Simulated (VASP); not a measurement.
# Ga (Fm-3m) in VASP: single point with PBE

Aim: the single point of Ga with PBE.

All numbers are computed with VASP 6.6.1; they aren't measurements. Logs are shortened: lines on timing, memory, paths and dates and some standing lists are left out, and cuts for length are marked.

### 1 The cell of the first run

It takes space group Fm-3m (No. 225, cubic). The conventional cell has a = 4.333 Å, b = 4.333 Å, c = 4.333 Å, α = 90.00°, β = 90.00°, γ = 90.00°. Within 4.0 Å of Ga (site symmetry m-3m) lie 12 Ga at 3.06 Å.

### 2 Single point, PBE

The input, INCAR:

```
SYSTEM = Ga
  PREC = Accurate
  ENCUT = 500
  EDIFF = 1E-6
  ISMEAR = 0
  SIGMA = 0.0164
  LREAL = .FALSE.
  LASPH = .TRUE.
  NELM = 120
  ALGO = Normal
  ISIF = 2
  LWAVE = .FALSE.
  LCHARG = .TRUE.
  GGA = PE
  LELF = .TRUE.
  LVHAR = .TRUE.
  NBANDS = 12
  GGA_COMPAT = .FALSE.
```

The input, KPOINTS:

```
Automatic mesh
0
G
  13 13 13
  0 0 0
```

The input, POSCAR:

```
Ga
1.0
    0.0000000000      2.1665180000      2.1665180000
    2.1665180000      0.0000000000      2.1665180000
    2.1665180000      2.1665180000      0.0000000000
Ga
1
Direct
    0.0000000000      0.0000000000      0.0000000000
```

Potentials or basis: VASP PAW PBE potentials, release 64 (Ga_d).

Command:

```sh
$ cat potpaw_PBE.64/Ga_d/POTCAR > POTCAR
$ mpirun -np 1 vasp_std > vasp.out
```

OUTCAR:

```text
SYSTEM = Ga
   PREC = Accurate
   ENCUT = 500
   EDIFF = 1E-6
   ISMEAR = 0
   LREAL = .FALSE.
   LASPH = .TRUE.
   NELM = 120
   ISIF = 2
   GGA = PE

 ion  position               nearest neighbor table
   1  0.000  0.000  0.000-

  LATTYP: Found a face centered cubic cell.
 ALAT       =     4.3330360000

  Lattice vectors:

 A1 = (   0.0000000000,   2.1665180000,   2.1665180000)
 A2 = (   2.1665180000,   0.0000000000,   2.1665180000)
 A3 = (   2.1665180000,   2.1665180000,   0.0000000000)

Analysis of symmetry for initial positions (statically):
=====================================================================
 Subroutine PRICEL returns:
 Original cell was already a primitive cell.

 Routine SETGRP: Setting up the symmetry group for a
 face centered cubic supercell.

 Subroutine GETGRP returns: Found 48 space group operations
 (whereof 48 operations were pure point group operations)
 out of a pool of 48 trial point group operations.

The static configuration has the point symmetry O_h .

Analysis of symmetry for dynamics (positions and initial velocities):
=====================================================================
 Subroutine PRICEL returns:
 Original cell was already a primitive cell.

 Routine SETGRP: Setting up the symmetry group for a
 face centered cubic supercell.

 Subroutine GETGRP returns: Found 48 space group operations
 (whereof 48 operations were pure point group operations)
 out of a pool of 48 trial point group operations.

The dynamic configuration has the point symmetry O_h .

 Subroutine INISYM returns: Found 48 space group operations
 (whereof 48 operations are pure point group operations),
 and found     1 'primitive' translations

----------------------------------------------------------------------------------------

                                     Primitive cell

  volume of cell :      20.3384

  direct lattice vectors                    reciprocal lattice vectors
     0.000000000  2.166518000  2.166518000    -0.230785066  0.230785066  0.230785066
     2.166518000  0.000000000  2.166518000     0.230785066 -0.230785066  0.230785066
     2.166518000  2.166518000  0.000000000     0.230785066  0.230785066 -0.230785066

  length of vectors
     3.063919139  3.063919139  3.063919139     0.399731460  0.399731460  0.399731460

  position of ions in fractional coordinates (direct lattice)
     0.000000000  0.000000000  0.000000000

  ion indices of the primitive-cell ions
   primitive index   ion index
                 1           1

----------------------------------------------------------------------------------------

 KPOINTS: Automatic mesh

Automatic generation of k-mesh.
 Grid dimensions read from file:
 generate k-points for:   13   13   13

 Generating k-lattice:

  Cartesian coordinates                     Fractional coordinates (reciprocal lattice)
    -0.017752697  0.017752697  0.017752697     0.076923077  0.000000000  0.000000000
     0.017752697 -0.017752697  0.017752697     0.000000000  0.076923077  0.000000000
     0.017752697  0.017752697 -0.017752697     0.000000000  0.000000000  0.076923077

  Length of vectors
     0.030748574  0.030748574  0.030748574

  Shift w.r.t. Gamma in fractional coordinates (k-lattice)
     0.000000000  0.000000000  0.000000000

 Subroutine IBZKPT returns following result:
 ===========================================

 Found     84 irreducible k-points:

 Following reciprocal coordinates:
            Coordinates               Weight
  0.000000  0.000000  0.000000      1.000000
  0.076923  0.000000  0.000000      8.000000
  0.153846  0.000000  0.000000      8.000000
  0.230769  0.000000  0.000000      8.000000
  0.307692  0.000000  0.000000      8.000000
  0.384615  0.000000  0.000000      8.000000
[... 16 lines left out ...]
  0.384615  0.153846  0.000000     24.000000
  0.461538  0.153846  0.000000     24.000000
 [... further k-points ...]
   k-points           NKPTS =     84   k-points in BZ     NKDIM =     84   number of bands    NBANDS=     12
   number of dos      NEDOS =    301   number of ions     NIONS =      1
   total plane-waves  NPLWV =  13824
   dimension x,y,z NGX =    24 NGY =   24 NGZ =   24
   dimension x,y,z NGXF=    48 NGYF=   48 NGZF=   48
   ions per type =               1
   NGX,Y,Z   is equivalent  to a cutoff of  13.02, 13.02, 13.02 a.u.
   NGXF,Y,Z  is equivalent  to a cutoff of  26.04, 26.04, 26.04 a.u.
 SYSTEM =  Ga
   PREC   = accura    normal or accurate (medium, high low for compatibility)
   ISTART =      0    job   : 0-new  1-cont  2-samecut
   ICHARG =      2    charge: 1-file 2-atom 10-const
   ISPIN  =      1    spin polarized calculation?
   LNONCOLLINEAR =      F non collinear calculations
   LSORBIT =      F    spin-orbit coupling
   LASPH  =      T    aspherical Exc in radial PAW
   ENCUT  =  500.0 eV  36.75 Ry    6.06 a.u.   5.59  5.59  5.59*2*pi/ulx,y,z
   NELM   =    120;   NELMIN=  2; NELMDL= -5     # of ELM steps
   EDIFF  = 0.1E-05   stopping-criterion for ELM
   LREAL  =      F    real-space projection
   EDIFFG = 0.1E-04   stopping-criterion for IOM
   NSW    =      0    number of steps for IOM
   IBRION =     -1    ionic relax: 0-MD 1-quasi-New 2-CG
   NFREE  =      0    steps in history (QN), initial steepest desc. (CG)
   ISIF   =      2    stress and relaxation
   ISYM   =      2    0-nonsym 1-usesym 2-fastsym
   POTIM  = 0.5000    time-step for ionic-motion
   TEBEG  =    0.0;   TEEND  =   0.0 temperature during run
   PSTRESS=    0.0 pullay stress
   NELECT =      13.0000    total number of electrons
   NUPDOWN=      -1.0000    fix difference up-down
   EMIN   =  10.00;   EMAX   =-10.00  energy-range for DOS
   EFERMI =   0.00;   METHOD = LEGACY
   ISMEAR =     0;   SIGMA  =   0.02  broadening in eV -4-tet -1-fermi 0-gaus
   EFERMI_NEDOS =   21; number of points for ismear=-14 and -15
   IALGO  =     38    algorithm
   IMIX   =      4    mixing-type and parameters
     AMIX     =   0.40;   BMIX     =  1.00
     AMIX_MAG =   1.60;   BMIX_MAG =  1.00
  volume/ion in A,a.u.               =      20.34       137.25
  Fermi-wavevector in a.u.,A,eV,Ry     =   1.410210  2.664910 27.057783  1.988691
  Thomas-Fermi vector in A             =   2.532187
   LORBIT       =      0    0 simple, 1 ext, 2 COOP (PROOUT), +10 PAW based schemes
   GGA     = PE    functional components
   LHFCALC =     F    Hartree Fock is set to
   AEXX    =    0.0000 exact exchange contribution
   IVDW    =     0    specifies the selected vdW correction
   LEPSILON=     F    determine dielectric tensor
   LRPA    =     F    only Hartree local field effects (RPA)
 non-spin polarized calculation
 Gauss-broadening in eV      SIGMA  =   0.02
  energy-cutoff  :      500.00
  volume of cell :       20.34
 maximum number of plane-waves:       533
   NGX = 11   NGY = 11   NGZ = 11

 number of electron      12.9999989 magnetization

 Free energy of the ion-electron system (eV)
  ---------------------------------------------------
  ext. energy  EPLUGINS =         0.00000000
  ---------------------------------------------------
  free energy    TOTEN  =        -2.87491499 eV

  energy without entropy =       -2.87485702  energy(sigma->0) =       -2.87488601

 E-fermi :   4.9482     XC(G=0): -10.6513

 val. band max:        4.9359327155   @ k =   0.4615   0.2308   0.0000
 cond. band min:       5.0085249175   @ k =  -0.3077   0.2308   0.0000
 fundamental gap:      0.0725922020
 Fermi energy:         4.9481609542

 k-point     1 :       0.0000    0.0000    0.0000
  band No.  band energies     occupation
      1      -9.9602      2.00000
      2      -9.9602      2.00000
      3      -9.9602      2.00000
      4      -9.8613      2.00000
      5      -9.8613      2.00000
      6      -5.6050      2.00000
      7      16.2919      0.00000
      8      16.2919      0.00000
      9      16.2919      0.00000
     10      20.3070      0.00000
     11      20.3114      0.00000
     12      20.3114      0.00000

 k-point     2 :       0.0769    0.0000    0.0000
  band No.  band energies     occupation
      1      -9.9616      2.00000
      2      -9.9544      2.00000
      3      -9.9544      2.00000
      4      -9.8621      2.00000
      5      -9.8621      2.00000
      6      -5.4613      2.00000
      7      14.6845      0.00000
      8      16.0219      0.00000
      9      16.0219      0.00000
     10      19.1522      0.00000
     11      20.7717      0.00000
     12      20.7717      0.00000

 k-point     3 :       0.1538    0.0000    0.0000
  band No.  band energies     occupation
      1      -9.9668      2.00000
      2      -9.9419      2.00000
      3      -9.9419      2.00000
      4      -9.8604      2.00000
      5      -9.8604      2.00000
      6      -5.0281      2.00000
      7      11.8388      0.00000
      8      15.4708      0.00000
      9      15.4708      0.00000
     10      18.7133      0.00000
     11      21.6314      0.00000
     12      21.6314      0.00000
[... 286 lines left out ...]
 k-point    23 :       0.3846    0.1538    0.0000
  band No.  band energies     occupation
      1     -10.0033      2.00000
      2      -9.9416      2.00000
      3      -9.9046      2.00000
      4      -9.8528      2.00000
      5      -9.7860      2.00000
      6      -2.3674      2.00000
      7       5.9269      0.00000
      8      12.0668      0.00000
      9      12.2237      0.00000
     10      15.6464      0.00000
     11      20.6888      0.00000
     12      22.9475      0.00000

 k-point    24 :       0.4615    0.1538    0.0000
  band No.  band energies     occupation
      1     -10.0022      2.00000
      2      -9.9497      2.00000
      3      -9.9131      2.00000
      4      -9.8333      2.00000
      5      -9.7732      2.00000
      6      -0.9900      2.00000
      7       3.6353      2.00000
      8      11.2137      0.00000
      9      12.3113      0.00000
     10      15.5760      0.00000
     11      21.8478      0.00000
     12      21.9650      0.00000

 [... further k-points ...]

------------------------ aborting loop because EDIFF is reached ----------------------------------------

  FORCE on cell =-STRESS in cart. coord.  units (eV):
  Direction    XX          YY          ZZ          XY          YZ          ZX
  --------------------------------------------------------------------------------------
  -------------------------------------------------------------------------------------
  Total       -0.3679913     -0.3679913     -0.3679913      0.0000000      0.0000000      0.0000000
  in kB      -28.9888669    -28.9888669    -28.9888669      0.0000000      0.0000000      0.0000000
  external PRESSURE =     -28.9888669 kB  Pullay stress =       0.0000000 kB

 VOLUME and BASIS-vectors are now :
 -----------------------------------------------------------------------------
  energy-cutoff  :      500.00
  volume of cell :       20.34
      direct lattice vectors                 reciprocal lattice vectors
     0.000000000  2.166518000  2.166518000    -0.230785066  0.230785066  0.230785066
     2.166518000  0.000000000  2.166518000     0.230785066 -0.230785066  0.230785066
     2.166518000  2.166518000  0.000000000     0.230785066  0.230785066 -0.230785066

 POSITION                                       TOTAL-FORCE (eV/Angst)
 -----------------------------------------------------------------------------------
      0.00000      0.00000      0.00000        -0.000000      0.000000      0.000000
 -----------------------------------------------------------------------------------
    total drift:                               -0.000000      0.000000     -0.000000

  FREE ENERGIE OF THE ION-ELECTRON SYSTEM (eV)
  ---------------------------------------------------
  free  energy   TOTEN  =        -2.8749149937 eV

  energy  without entropy=       -2.8748570238  energy(sigma->0) =       -2.87488601
```

Wall time 5.4 s (1 thread of Intel Xeon 6975P-C (Granite Rapids), shared host); peak memory 0.14 GiB.

What came out:

| Quantity | Value |
| --- | --- |
| Free energy | -2.8749 eV |
| Pressure | -2.9 GPa |
